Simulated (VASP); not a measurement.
# Mg (P6_3/mmc) in VASP: notebook

Mg is run at these levels: LDA; tasks: single point.

Program: VASP 6.6.1. These are calculated values, not measurements. Logs are shortened: lines on timing, memory, paths and dates and some standing lists are left out, and cuts for length are marked.

## Step 1: The cell of the first run

Symmetry: P6_3/mmc, No. 194, hexagonal system. Conventional cell: a = 3.133 Å, b = 3.133 Å, c = 5.085 Å, α = 90.00°, β = 90.00°, γ = 120.00°. Within 4.1 Å of Mg (site symmetry -6m2) lie 12 Mg at 3.12 to 3.13 Å.

## Step 2: Single point, LDA

Input file INCAR:

```
SYSTEM = Mg
ALGO = Normal
EDIFF = 1E-6
ENCUT = 520
ISIF = 2
ISMEAR = 1
LASPH = .True.
LCHARG = .False.
LREAL = .False.
LWAVE = .False.
NBANDS = 9
NELM = 60
PREC = Accurate
SIGMA = 0.6
```

Input file KPOINTS:

```
k-points
0
Gamma
  12 12 6
  0 0 0
```

Input file POSCAR:

```
Mg
1.0
    3.1325008903      0.0000000000      0.0000000000
   -1.5662504451      2.7128253484      0.0000000000
    0.0000000000      0.0000000000      5.0848940941
Mg
2
Direct
    0.3333333333      0.6666666667      0.2500000000
    0.6666666667      0.3333333333      0.7500000000
```

Potentials or basis: VASP PAW LDA potentials, release 64 (Mg).

Started as:

```sh
$ cat potpaw_LDA.64/Mg/POTCAR > POTCAR
$ mpirun -np 1 vasp_std > vasp.out
```

OUTCAR:

```text
SYSTEM = Mg
   EDIFF = 1E-6
   ENCUT = 520
   ISIF = 2
   ISMEAR = 1
   LASPH = .True.
   LREAL = .False.
   NELM = 60
   PREC = Accurate

 ion  position               nearest neighbor table
   1  0.333  0.667  0.250-   2 3.12   2 3.12   2 3.12   2 3.12   2 3.12   2 3.12
   2  0.667  0.333  0.750-   1 3.12   1 3.12   1 3.12   1 3.12   1 3.12   1 3.12

  LATTYP: Found a hexagonal cell.
 ALAT       =     3.1325008903
 C/A-ratio  =     1.6232698001

  Lattice vectors:

 A1 = (   3.1325008903,   0.0000000000,   0.0000000000)
 A2 = (  -1.5662504451,   2.7128253484,   0.0000000000)
 A3 = (   0.0000000000,   0.0000000000,   5.0848940941)

Analysis of symmetry for initial positions (statically):
=====================================================================
 Subroutine PRICEL returns:
 Original cell was already a primitive cell.

 Routine SETGRP: Setting up the symmetry group for a
 hexagonal supercell.

 Subroutine GETGRP returns: Found 24 space group operations
 (whereof 12 operations were pure point group operations)
 out of a pool of 24 trial point group operations.

The static configuration has the point symmetry D_3d.
 The point group associated with its full space group is D_6h.

Analysis of symmetry for dynamics (positions and initial velocities):
=====================================================================
 Subroutine PRICEL returns:
 Original cell was already a primitive cell.

 Routine SETGRP: Setting up the symmetry group for a
 hexagonal supercell.

 Subroutine GETGRP returns: Found 24 space group operations
 (whereof 12 operations were pure point group operations)
 out of a pool of 24 trial point group operations.

The dynamic configuration has the point symmetry D_3d.
 The point group associated with its full space group is D_6h.

 Subroutine INISYM returns: Found 24 space group operations
 (whereof 12 operations are pure point group operations),
 and found     1 'primitive' translations

----------------------------------------------------------------------------------------

                                     Primitive cell

  volume of cell :      43.2111

  direct lattice vectors                    reciprocal lattice vectors
     3.132500890  0.000000000  0.000000000     0.319233748  0.184309690  0.000000000
    -1.566250445  2.712825348  0.000000000     0.000000000  0.368619381  0.000000000
     0.000000000  0.000000000  5.084894094     0.000000000  0.000000000  0.196660930

  length of vectors
     3.132500890  3.132500890  5.084894094     0.368619381  0.368619381  0.196660930

  position of ions in fractional coordinates (direct lattice)
     0.333333333  0.666666667  0.250000000
     0.666666667  0.333333333  0.750000000

  ion indices of the primitive-cell ions
   primitive index   ion index
                 1           1
                 2           2

----------------------------------------------------------------------------------------

 KPOINTS: k-points

Automatic generation of k-mesh.
 Grid dimensions read from file:
 generate k-points for:   12   12    6

 Generating k-lattice:

  Cartesian coordinates                     Fractional coordinates (reciprocal lattice)
     0.026602812  0.015359141  0.000000000     0.083333333  0.000000000  0.000000000
     0.000000000  0.030718282  0.000000000     0.000000000  0.083333333  0.000000000
     0.000000000  0.000000000  0.032776822     0.000000000  0.000000000  0.166666667

  Length of vectors
     0.030718282  0.030718282  0.032776822

  Shift w.r.t. Gamma in fractional coordinates (k-lattice)
     0.000000000  0.000000000  0.000000000

 Subroutine IBZKPT returns following result:
 ===========================================

 Found     76 irreducible k-points:

 Following reciprocal coordinates:
            Coordinates               Weight
  0.000000  0.000000  0.000000      1.000000
  0.083333 -0.000000  0.000000      6.000000
  0.166667 -0.000000  0.000000      6.000000
  0.250000 -0.000000  0.000000      6.000000
  0.333333  0.000000  0.000000      6.000000
  0.416667  0.000000  0.000000      6.000000
[... 16 lines left out ...]
  0.250000 -0.000000  0.166667     12.000000
  0.333333  0.000000  0.166667     12.000000
 [... further k-points ...]
   k-points           NKPTS =     76   k-points in BZ     NKDIM =     76   number of bands    NBANDS=      9
   number of dos      NEDOS =    301   number of ions     NIONS =      2
   total plane-waves  NPLWV =  23040
   dimension x,y,z NGX =    24 NGY =   24 NGZ =   40
   dimension x,y,z NGXF=    48 NGYF=   48 NGZF=   80
   ions per type =               2
   NGX,Y,Z   is equivalent  to a cutoff of  12.74, 12.74, 13.08 a.u.
   NGXF,Y,Z  is equivalent  to a cutoff of  25.47, 25.47, 26.16 a.u.
 SYSTEM =  Mg
   PREC   = accura    normal or accurate (medium, high low for compatibility)
   ISTART =      0    job   : 0-new  1-cont  2-samecut
   ICHARG =      2    charge: 1-file 2-atom 10-const
   ISPIN  =      1    spin polarized calculation?
   LNONCOLLINEAR =      F non collinear calculations
   LSORBIT =      F    spin-orbit coupling
   LASPH  =      T    aspherical Exc in radial PAW
   ENCUT  =  520.0 eV  38.22 Ry    6.18 a.u.   5.82  5.82  9.45*2*pi/ulx,y,z
   NELM   =     60;   NELMIN=  2; NELMDL= -5     # of ELM steps
   EDIFF  = 0.1E-05   stopping-criterion for ELM
   LREAL  =      F    real-space projection
   EDIFFG = 0.1E-04   stopping-criterion for IOM
   NSW    =      0    number of steps for IOM
   IBRION =     -1    ionic relax: 0-MD 1-quasi-New 2-CG
   NFREE  =      0    steps in history (QN), initial steepest desc. (CG)
   ISIF   =      2    stress and relaxation
   ISYM   =      2    0-nonsym 1-usesym 2-fastsym
   POTIM  = 0.5000    time-step for ionic-motion
   TEBEG  =    0.0;   TEEND  =   0.0 temperature during run
   PSTRESS=    0.0 pullay stress
   NELECT =       4.0000    total number of electrons
   NUPDOWN=      -1.0000    fix difference up-down
   EMIN   =  10.00;   EMAX   =-10.00  energy-range for DOS
   EFERMI =   0.00;   METHOD = LEGACY
   ISMEAR =     1;   SIGMA  =   0.60  broadening in eV -4-tet -1-fermi 0-gaus
   EFERMI_NEDOS =   21; number of points for ismear=-14 and -15
   IALGO  =     38    algorithm
   IMIX   =      4    mixing-type and parameters
     AMIX     =   0.40;   BMIX     =  1.00
     AMIX_MAG =   1.60;   BMIX_MAG =  1.00
  volume/ion in A,a.u.               =      21.61       145.80
  Fermi-wavevector in a.u.,A,eV,Ry     =   0.740565  1.399465  7.461932  0.548437
  Thomas-Fermi vector in A             =   1.834998
   LORBIT       =      0    0 simple, 1 ext, 2 COOP (PROOUT), +10 PAW based schemes
   GGA     = CA    functional components
   LHFCALC =     F    Hartree Fock is set to
   AEXX    =    0.0000 exact exchange contribution
   IVDW    =     0    specifies the selected vdW correction
   LEPSILON=     F    determine dielectric tensor
   LRPA    =     F    only Hartree local field effects (RPA)
 non-spin polarized calculation
 Methfessel and Paxton  Order N= 1 SIGMA  =   0.60
  energy-cutoff  :      520.00
  volume of cell :       43.21
 maximum number of plane-waves:      1182
 NGX is ok and might be reduce to    24
   NGX = 11   NGY = 11   NGZ = 19

 number of electron       4.0000000 magnetization

 Free energy of the ion-electron system (eV)
  ---------------------------------------------------
  ext. energy  EPLUGINS =         0.00000000
  ---------------------------------------------------
  free energy    TOTEN  =        -3.62346011 eV

  energy without entropy =       -3.63092605  energy(sigma->0) =       -3.62594876

 E-fermi :   2.7837     XC(G=0):  -8.8772

 val. band max:        2.7394584116   @ k =   0.4167   0.1667   0.5000
 cond. band min:       2.9892326407   @ k =   0.3333   0.3333   0.5000
 fundamental gap:      0.2497742291
 Fermi energy:         2.7837111315

 k-point     1 :       0.0000    0.0000    0.0000
  band No.  band energies     occupation
      1      -4.3925      2.00000
      2       1.0413      2.00032
      3       1.5200      2.01118
      4      14.0386     -0.00000
      5      14.0386     -0.00000
      6      14.2064     -0.00000
      7      14.2064     -0.00000
      8      14.9615      0.00000
      9      16.7331      0.00000

 k-point     2 :       0.0833   -0.0000    0.0000
  band No.  band energies     occupation
      1      -4.2504      2.00000
      2       1.1700      2.00095
      3       1.6578      2.02334
      4      11.7309     -0.00000
      5      12.8362     -0.00000
      6      13.6722     -0.00000
      7      15.5925      0.00000
      8      15.8413      0.00000
      9      16.5341      0.00000

 k-point     3 :       0.1667   -0.0000    0.0000
  band No.  band energies     occupation
      1      -3.8253      2.00000
      2       1.5563      2.01376
      3       2.0655      2.07067
      4       9.1345     -0.00000
      5      11.7837     -0.00000
      6      12.4041     -0.00000
      7      13.9883     -0.00000
      8      14.9718      0.00000
      9      16.5421      0.00000

 k-point     4 :       0.2500   -0.0000    0.0000
  band No.  band energies     occupation
      1      -3.1213      2.00000
      2       2.2011      2.04371
      3       2.7166      1.18789
      4       6.7309     -0.00000
      5      10.9659     -0.00000
      6      11.0387     -0.00000
      7      11.5604     -0.00000
      8      13.3949     -0.00000
      9      15.5278      0.00000

 k-point     5 :       0.3333    0.0000    0.0000
  band No.  band energies     occupation
      1      -2.1451      2.00000
      2       3.1051      0.22186
      3       3.3901     -0.05238
      4       4.7744     -0.00003
      5       9.3574     -0.00000
      6       9.5271     -0.00000
      7      10.3833     -0.00000
      8      12.2469     -0.00000
      9      14.8573      0.00000

 k-point     6 :       0.4167    0.0000    0.0000
  band No.  band energies     occupation
      1      -0.9063      2.00000
      2       2.2635      2.01049
      3       4.2676     -0.00261
      4       5.0788     -0.00000
      5       7.4091     -0.00000
      6       7.9415     -0.00000
      7      10.0345     -0.00000
      8      11.6123     -0.00000
      9      14.4513     -0.00000
[... 169 lines left out ...]
 k-point    21 :       0.0833   -0.0000    0.1667
  band No.  band energies     occupation
      1      -4.0888      2.00000
      2      -0.2987      2.00000
      3       3.4019     -0.05599
      4      11.8348     -0.00000
      5      12.9656     -0.00000
      6      13.4166     -0.00000
      7      14.0883     -0.00000
      8      15.5001      0.00000
      9      15.7929      0.00000

 k-point    22 :       0.1667   -0.0000    0.1667
  band No.  band energies     occupation
      1      -3.6644      2.00000
      2       0.1065      2.00000
      3       3.7857     -0.03974
      4       9.2724     -0.00000
      5      11.9161     -0.00000
      6      12.1333     -0.00000
      7      13.1323     -0.00000
      8      14.7161     -0.00000
      9      15.0974      0.00000

 k-point    23 :       0.2500   -0.0000    0.1667
  band No.  band energies     occupation
      1      -2.9617      2.00000
      2       0.7758      2.00002
      3       4.3869     -0.00104
      4       6.8981     -0.00000
      5      10.0757     -0.00000
      6      11.0990     -0.00000
      7      11.9778     -0.00000
      8      14.1090     -0.00000
      9      14.3100     -0.00000

 k-point    24 :       0.3333    0.0000    0.1667
  band No.  band energies     occupation
      1      -1.9873      2.00000
      2       1.6916      2.02733
      3       4.3615     -0.00127
      4       5.6205     -0.00000
      5       8.0112     -0.00000
      6      10.5162     -0.00000
      7      10.7793     -0.00000
      8      12.6912     -0.00000
      9      13.7169     -0.00000

 [... further k-points ...]
[... 5 lines left out ...]
  --------------------------------------------------------------------------------------
  -------------------------------------------------------------------------------------
  Total       -0.0401517     -0.0401517     -0.1826882     -0.0000000     -0.0000000      0.0000000
  in kB       -1.4887432     -1.4887432     -6.7737036     -0.0000000     -0.0000000      0.0000000
  external PRESSURE =      -3.2503967 kB  Pullay stress =       0.0000000 kB

 VOLUME and BASIS-vectors are now :
 -----------------------------------------------------------------------------
  energy-cutoff  :      520.00
  volume of cell :       43.21
      direct lattice vectors                 reciprocal lattice vectors
     3.132500890  0.000000000  0.000000000     0.319233748  0.184309690  0.000000000
    -1.566250445  2.712825348  0.000000000     0.000000000  0.368619381  0.000000000
     0.000000000  0.000000000  5.084894094     0.000000000  0.000000000  0.196660930

 POSITION                                       TOTAL-FORCE (eV/Angst)
 -----------------------------------------------------------------------------------
     -0.00000      1.80855      1.27122        -0.000000     -0.000000      0.000000
      1.56625      0.90428      3.81367         0.000000      0.000000      0.000000
 -----------------------------------------------------------------------------------
    total drift:                               -0.000000      0.000000     -0.000000

  FREE ENERGIE OF THE ION-ELECTRON SYSTEM (eV)
  ---------------------------------------------------
  free  energy   TOTEN  =        -3.6234601136 eV

  energy  without entropy=       -3.6309260488  energy(sigma->0) =       -3.62594876
```

It took 11 s on 1 thread of Intel Xeon Platinum 8375C at 2.90GHz (Ice Lake), shared host; peak memory 0.15 GiB.

What came out:

```yaml
Free_energy: -3.6235 eV
Pressure: -0.3 GPa
Band_gap_on_the_k_mesh: zero (band 2 reaches 3.81 eV, above the bottom of band 3 at 1.52 eV)
```

Levels at points of the mesh, in eV from the Fermi level:
```
           k point  band 1  band 2  band 3  band 4  band 5  band 6
(0.00, 0.00, 0.00)   -7.18   -1.74   -1.26   11.25   11.25   11.42
(0.50, 0.00, 0.00)   -2.22   -2.19    2.75    3.10    3.42    3.83
(0.00, 0.00, 0.50)   -5.73   -5.73    5.21    5.21   12.01   12.01
(0.50, 0.00, 0.50)   -1.14   -1.14   -0.44   -0.44    8.25    8.25
```

## Step 3: Single point, LDA

Input file INCAR:

```
SYSTEM = Mg
PREC = Accurate ; ENCUT = 520
EDIFF = 1E-6 ; ISMEAR = 1
SIGMA = 1.0 ; LREAL = .False.
LASPH = .True. ; NELM = 60
ALGO = Normal ; ISIF = 2
LWAVE = .False. ; LCHARG = .False.
NBANDS = 9
```

Input file KPOINTS:

```
regular mesh
0
Gamma
  12 12 6
  0 0 0
```

POSCAR is that of step 2.

Potentials or basis: VASP PAW LDA potentials, release 64 (Mg).

Started as:

```sh
$ cat potpaw_LDA.64/Mg/POTCAR > POTCAR
$ mpirun -np 1 vasp_std > vasp.out
```

Wall time 12 s (1 thread of Intel Xeon Platinum 8375C at 2.90GHz (Ice Lake), shared host); peak memory 0.15 GiB.

The run converged. Its results:

- Free energy: -3.6181 eV
- Pressure: -0.3 GPa
- Band gap on the k mesh: zero (band 2 reaches 3.81 eV, above the bottom of band 3 at 1.52 eV)

Stress tensor (GPa, compression positive):
```
-0.22  0.00  0.00
 0.00 -0.22  0.00
 0.00  0.00 -0.42
```

Levels at points of the mesh, in eV from the Fermi level:
```tsv
k point	band 1	band 2	band 3	band 4	band 5	band 6
(0.00, 0.00, 0.00)	-7.18	-1.75	-1.27	11.25	11.25	11.41
(0.50, 0.00, 0.00)	-2.22	-2.20	2.74	3.09	3.41	3.82
(0.00, 0.00, 0.50)	-5.74	-5.74	5.20	5.20	12.00	12.00
(0.50, 0.00, 0.50)	-1.15	-1.15	-0.45	-0.45	8.25	8.25
```

(Part 1 of 2 ends here.)
